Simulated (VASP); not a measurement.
Runs of VASP 6.6.1 on I. The structure is that of space group Fm-3m (No. 225), or close to it. The cells are those of the table. 

```tsv
task	cell	cutoff (eV)	k mesh for the DOS	occupations for the DOS	gap on the mesh (eV)	pressure (GPa)
single point	a = 3.369 Å, angles 60.0°, 1 atom	520	-	-	none	8.4
single point	a = 2.725 Å, angles 60.0°, 1 atom	520	-	-	none	(b)
relaxation of cell and atoms	relaxed from a = 3.636 Å, angles 60.0°, 1 atom	600	-	-	none	0.0
single point	a = 3.496 Å, angles 60.0°, 1 atom	520	-	-	none	2.0
single point	a = 2.914 Å, angles 60.0°, 1 atom	520	-	-	none	90.5
single point	a = 2.621 Å, angles 60.0°, 1 atom	520	-	-	none	(a)
```

Alike in all rows: level PBEsol; potentials or basis VASP PAW PBE potentials, release 64 (I); no spin polarisation; k mesh 14 × 14 × 14; smearing fermi-dirac 0.05 eV.

Task: Estimate the missing entries.

Result: (a) 292.3; (b) 193.8.

Caveats: the PAW data sets were made with another functional, which shifts forces and pressure a little; spin-orbit coupling is left out, which moves the levels of the heavy elements; an odd number of electrons without spin polarisation forces a metal; a magnetic or distorted state may lie lower.

A k mesh can miss the band edges, and the runs leave out spin-orbit coupling on I.

A gap of «none» marks levels without a gap at the run's occupations.
